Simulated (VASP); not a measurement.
# Ta (Fm-3m) in VASP: further runs

The runs below take Ta through single point, relaxation of cell and atoms, with PBE.

Program: VASP 6.6.1. These are calculated values, not measurements. Logs are shortened: lines on timing, memory, paths and dates and some standing lists are left out, and cuts for length are marked.

**1. The cell of the first run**

The structure is cubic, space group Fm-3m (No. 225). The conventional cell has a = 6.362 Å, b = 6.362 Å, c = 6.362 Å, α = 90.00°, β = 90.00°, γ = 90.00°. Ta (site symmetry -43m) has 10 Ta at 2.75 to 3.18 Å within 3.6 Å. Ta (site symmetry m-3m) has 8 Ta at 2.75 Å within 3.6 Å.

The cell was generated, and may not be a known phase.

**2. Single point, PBE**

The input, INCAR:

```
SYSTEM = Ta
  ALGO = Normal
  EDIFF = 1E-7
  ENCUT = 520
  GGA = PE
  ISIF = 2
  ISMEAR = 0
  LASPH = .TRUE.
  LCHARG = .FALSE.
  LREAL = .FALSE.
  LWAVE = .FALSE.
  NBANDS = 24
  NELM = 100
  PREC = Accurate
  SIGMA = 0.1
```

The input, KPOINTS:

```
k-points
0
G
  6 6 6
  0 0 0
```

The input, POSCAR:

```
Ta
1.0
    0.0000000000      3.1809362159      3.1809362159
    3.1809362159      0.0000000000      3.1809362159
    3.1809362159      3.1809362159      0.0000000000
Ta
3
Direct
    0.2500000000      0.2500000000      0.2500000000
    0.7500000000      0.7500000000      0.7500000000
    0.5000000000      0.5000000000      0.5000000000
```

Potentials or basis: VASP PAW PBE potentials, release 64 (Ta_pv).

Command:

```console
$ cat potpaw_PBE.64/Ta_pv/POTCAR > POTCAR
$ mpirun -np 1 vasp_std > vasp.out
```

OUTCAR:

```text
SYSTEM = Ta
   EDIFF = 1E-7
   ENCUT = 520
   GGA = PE
   ISIF = 2
   ISMEAR = 0
   LASPH = .TRUE.
   LREAL = .FALSE.
   NELM = 100
   PREC = Accurate

 ion  position               nearest neighbor table
   1  0.250  0.250  0.250-   3 2.75   3 2.75   3 2.75   3 2.75   2 3.18   2 3.18   2 3.18   2 3.18
                             2 3.18   2 3.18
   2  0.750  0.750  0.750-   3 2.75   3 2.75   3 2.75   3 2.75   1 3.18   1 3.18   1 3.18   1 3.18
                             1 3.18   1 3.18
   3  0.500  0.500  0.500-   1 2.75   1 2.75   1 2.75   2 2.75   2 2.75   2 2.75   2 2.75   1 2.75

  LATTYP: Found a face centered cubic cell.
 ALAT       =     6.3618724318

  Lattice vectors:

 A1 = (   0.0000000000,   3.1809362159,   3.1809362159)
 A2 = (   3.1809362159,   0.0000000000,   3.1809362159)
 A3 = (   3.1809362159,   3.1809362159,   0.0000000000)

Analysis of symmetry for initial positions (statically):
=====================================================================
 Subroutine PRICEL returns:
 Original cell was already a primitive cell.

 Routine SETGRP: Setting up the symmetry group for a
 face centered cubic supercell.

 Subroutine GETGRP returns: Found 48 space group operations
 (whereof 48 operations were pure point group operations)
 out of a pool of 48 trial point group operations.

The static configuration has the point symmetry O_h .

Analysis of symmetry for dynamics (positions and initial velocities):
=====================================================================
 Subroutine PRICEL returns:
 Original cell was already a primitive cell.

 Routine SETGRP: Setting up the symmetry group for a
 face centered cubic supercell.

 Subroutine GETGRP returns: Found 48 space group operations
 (whereof 48 operations were pure point group operations)
 out of a pool of 48 trial point group operations.

The dynamic configuration has the point symmetry O_h .

 Subroutine INISYM returns: Found 48 space group operations
 (whereof 48 operations are pure point group operations),
 and found     1 'primitive' translations

----------------------------------------------------------------------------------------

                                     Primitive cell

  volume of cell :      64.3717

  direct lattice vectors                    reciprocal lattice vectors
     0.000000000  3.180936216  3.180936216    -0.157186428  0.157186428  0.157186428
     3.180936216  0.000000000  3.180936216     0.157186428 -0.157186428  0.157186428
[... 78 lines left out ...]
   EDIFF  = 0.1E-06   stopping-criterion for ELM
   LREAL  =      F    real-space projection
   EDIFFG = 0.1E-05   stopping-criterion for IOM
   NSW    =      0    number of steps for IOM
   IBRION =     -1    ionic relax: 0-MD 1-quasi-New 2-CG
   NFREE  =      0    steps in history (QN), initial steepest desc. (CG)
   ISIF   =      2    stress and relaxation
   ISYM   =      2    0-nonsym 1-usesym 2-fastsym
   POTIM  = 0.5000    time-step for ionic-motion
   TEBEG  =    0.0;   TEEND  =   0.0 temperature during run
   PSTRESS=    0.0 pullay stress
   NELECT =      33.0000    total number of electrons
   NUPDOWN=      -1.0000    fix difference up-down
   EMIN   =  10.00;   EMAX   =-10.00  energy-range for DOS
   EFERMI =   0.00;   METHOD = LEGACY
   ISMEAR =     0;   SIGMA  =   0.10  broadening in eV -4-tet -1-fermi 0-gaus
   EFERMI_NEDOS =   21; number of points for ismear=-14 and -15
   IALGO  =     38    algorithm
   IMIX   =      4    mixing-type and parameters
     AMIX     =   0.40;   BMIX     =  1.00
     AMIX_MAG =   1.60;   BMIX_MAG =  1.00
  volume/ion in A,a.u.               =      21.46       144.80
  Fermi-wavevector in a.u.,A,eV,Ry     =   1.310231  2.475977 23.357191  1.716705
  Thomas-Fermi vector in A             =   2.440775
   LORBIT       =      0    0 simple, 1 ext, 2 COOP (PROOUT), +10 PAW based schemes
   GGA     = PE    functional components
   LHFCALC =     F    Hartree Fock is set to
   AEXX    =    0.0000 exact exchange contribution
   IVDW    =     0    specifies the selected vdW correction
   LEPSILON=     F    determine dielectric tensor
   LRPA    =     F    only Hartree local field effects (RPA)
 non-spin polarized calculation
 Gauss-broadening in eV      SIGMA  =   0.10
  energy-cutoff  :      520.00
  volume of cell :       64.37
 maximum number of plane-waves:      1759
 NGX is ok and might be reduce to    36
   NGX = 17   NGY = 17   NGZ = 17

 number of electron      33.0000001 magnetization

 Free energy of the ion-electron system (eV)
  ---------------------------------------------------
  ext. energy  EPLUGINS =         0.00000000
  ---------------------------------------------------
  free energy    TOTEN  =       -32.72121142 eV

  energy without entropy =      -32.70082828  energy(sigma->0) =      -32.71101985

 E-fermi :   4.2287     XC(G=0): -11.5092

 val. band max:        4.1997049083   @ k =  -0.3333   0.3333   0.1667
 cond. band min:       4.2551438871   @ k =   0.5000   0.1667   0.0000
 fundamental gap:      0.0554389788
 Fermi energy:         4.2287220439

 k-point     1 :       0.0000    0.0000    0.0000
  band No.  band energies     occupation
      1     -30.0743      2.00000
      2     -30.0743      2.00000
      3     -30.0743      2.00000
      4     -29.9941      2.00000
      5     -29.9941      2.00000
      6     -29.9941      2.00000
[... 421 lines left out ...]
     23       8.3507      0.00000
     24       9.0335      0.00000

------------------------ aborting loop because EDIFF is reached ----------------------------------------

  FORCE on cell =-STRESS in cart. coord.  units (eV):
  Direction    XX          YY          ZZ          XY          YZ          ZX
  --------------------------------------------------------------------------------------
  -------------------------------------------------------------------------------------
  Total        0.0113818      0.0113818      0.0113818     -0.0000000     -0.0000000     -0.0000000
  in kB        0.2832871      0.2832871      0.2832871     -0.0000000     -0.0000000     -0.0000000
  external PRESSURE =       0.2832871 kB  Pullay stress =       0.0000000 kB

 VOLUME and BASIS-vectors are now :
 -----------------------------------------------------------------------------
  energy-cutoff  :      520.00
  volume of cell :       64.37
      direct lattice vectors                 reciprocal lattice vectors
     0.000000000  3.180936216  3.180936216    -0.157186428  0.157186428  0.157186428
     3.180936216  0.000000000  3.180936216     0.157186428 -0.157186428  0.157186428
     3.180936216  3.180936216  0.000000000     0.157186428  0.157186428 -0.157186428

 POSITION                                       TOTAL-FORCE (eV/Angst)
 -----------------------------------------------------------------------------------
      1.59047      1.59047      1.59047        -0.000000     -0.000000      0.000000
      4.77140      4.77140      4.77140        -0.000000     -0.000000     -0.000000
      3.18094      3.18094      3.18094         0.000000      0.000000     -0.000000
 -----------------------------------------------------------------------------------
    total drift:                                0.000000      0.000000      0.000000

  FREE ENERGIE OF THE ION-ELECTRON SYSTEM (eV)
  ---------------------------------------------------
  free  energy   TOTEN  =       -32.7212114219 eV

  energy  without entropy=      -32.7008282785  energy(sigma->0) =      -32.71101985
```

stdout:

```text
POSCAR found type information on POSCAR Ta
 POSCAR found :  1 types and       3 ions
 scaLAPACK will be used
 LDA part: xc-table for (Slater+PW92), standard interpolation
 POSCAR, INCAR and KPOINTS ok, starting setup
 FFT: planning ... GRIDC
 FFT: planning ... GRID_SOFT
 FFT: planning ... GRID
 WAVECAR not read
 entering main loop
```

Run time: 31 s. Hardware: 1 thread of Intel Xeon 8259CL, shared host; peak memory 0.21 GiB.

Results:

| Property | Result |
| --- | --- |
| Free energy | -32.7212 eV |
| Pressure | 0.0 GPa |
| Band gap on the k mesh | zero (an odd number of electrons rules out a gap without spin polarisation) |

Levels at points of the mesh, in eV from the Fermi level:
| k point | band 13 | band 14 | band 15 | band 16 | band 17 | band 18 | band 19 | band 20 |
| --- | --- | --- | --- | --- | --- | --- | --- | --- |
| (0.00, 0.00, 0.00) | -1.30 | -1.30 | -1.30 | -0.36 | -0.36 | -0.36 | 4.05 | 4.05 |
| (0.50, 0.00, 0.00) | -1.79 | -1.64 | -1.25 | -1.25 | -0.12 | -0.12 | 1.04 | 1.21 |
| (0.50, 0.50, 0.00) | -2.26 | -1.24 | -1.06 | -1.06 | 1.34 | 1.34 | 1.36 | 2.46 |

Caveat: spin-orbit coupling is left out, which moves the levels of the heavy elements.

(Part 1 of 2 ends here.)

The gap in the log of VASP goes by the Fermi energy; the results here count the filled bands.